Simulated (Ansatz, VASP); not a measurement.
**Two plane-wave programs on PbS**

File INCAR:

```
  PREC = Accurate
  ENCUT = 520
  EDIFF = 1E-6
  ISMEAR = 0
  SIGMA = 0.02
  LREAL = False
  LASPH = True
  NELM = 100
  ALGO = Normal
  ISIF = 2
  LWAVE = False
  LCHARG = False
  GGA = PE
  NBANDS = 17
```

Contents of KPOINTS:

```
regular mesh
0
Gamma
  9 9 9
```

The input POSCAR:

```
PbS
1.0
    1.9998390584      1.1516132132      3.3067523339
   -2.0757811447      1.1635708785      3.3490055680
   -0.0276154013     -2.3580568916      3.3430281939
Pb S
1 1
Direct
    1.0117537218      0.9518435148      0.9603679235
    0.4438476082      0.5037578152      0.4952334065
```

Input for Ansatz:

```yaml
crystal:
  lattice:
    - [1.9998390584, 1.1516132132, 3.3067523339]
    - [-2.0757811447, 1.1635708785, 3.349005568]
    - [-0.0276154013, -2.3580568916, 3.3430281939]
  atoms:
    - { symbol: Pb, position: [1.0117537218, 0.9518435148, 0.9603679235] }
    - { symbol: S, position: [0.4438476082, 0.5037578152, 0.4952334065] }
basis:
  ecutwfc: 420
kpoints:
  mp_grid: { grid: [9, 9, 9] }
hamiltonian:
  xc: pbe
scf:
  occupations: { method: gaussian, width: 0.02 }
output:
  forces: true
  stress: true
  eigenvalues: true
```

Change from the starting cell: all atoms moved at random, cell strained at random.

Alike in both runs: task single point; functional PBE; k mesh 9 × 9 × 9; occupations gaussian, width 0.02 eV; no spin polarisation.

|  | VASP | Ansatz |
| --- | --- | --- |
| version | VASP 6.6.1 | Ansatz 0.2.0 |
| potentials or method | VASP PAW PBE potentials, release 64 (Pb_d, S), cutoff 520 eV | scalar-relativistic, plane waves, PAW |
| valence electrons in the cell | 20 | 20 |

|  | VASP | Ansatz | Ansatz less VASP |
| --- | --- | --- | --- |
| gap on the k mesh at the Fermi level (eV) | 0.79 | 0.79 | -0.001 |
| least direct gap on the mesh (eV) | 0.79 | 0.79 | -0.001 |
| pressure (GPa) | 10.2 | 10.2 | +0.08 |
| traceless stress, the component that is largest in VASP (GPa) | 0.43 | 0.43 | -0.002 |
| rms of the force components (eV/Å) | 0.354 | 0.353 | -0.0012 |

Atom by atom the forces differ by 0.001 eV/Å (rms over components).

Spin-orbit coupling is off throughout.
